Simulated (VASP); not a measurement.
Input of a VASP 6.6.1 run:

INCAR

```
ALGO = Normal
EDIFF = 1E-6
ENCUT = 700
GGA = PS
GGA_COMPAT = False
ISIF = 2
ISMEAR = -1
LASPH = True
LCHARG = False
LREAL = False
LWAVE = False
NBANDS = 28
NELM = 120
PREC = Accurate
SIGMA = 0.05
```

Contents of KPOINTS:

```
k-points
0
Gamma
  8 8 8
```

POSCAR

```
HgF3
1.0
    0.0000000000      2.7387083446      2.7387083446
    2.7387083446      0.0000000000      2.7387083446
    2.7387083446      2.7387083446      0.0000000000
Hg F
1 3
Direct
    0.0000000000      0.0000000000      0.0000000000
    0.5000000000      0.5000000000      0.5000000000
    0.2500000000      0.2500000000      0.2500000000
    0.7500000000      0.7500000000      0.7500000000
```

Potentials or basis: VASP PAW PBE potentials, release 64 (Hg_sv_GW, F).

The run is started by

```console
$ cat potpaw_PBE.64/Hg_sv_GW/POTCAR potpaw_PBE.64/F/POTCAR > POTCAR
$ mpirun -np 1 vasp_std > vasp.out
```

Problem. What does it give for the band gap on the k mesh?

Solution. Zero (an odd number of electrons rules out a gap without spin polarisation).

Problem. Predict the pressure.

Solution. 9.4 GPa.

Caveat: the cell stands under pressure; the PAW data sets were made with another functional, which shifts forces and pressure a little; spin-orbit coupling is left out, which moves the levels of the heavy elements; an odd number of electrons without spin polarisation forces a metal; a magnetic or distorted state may lie lower.
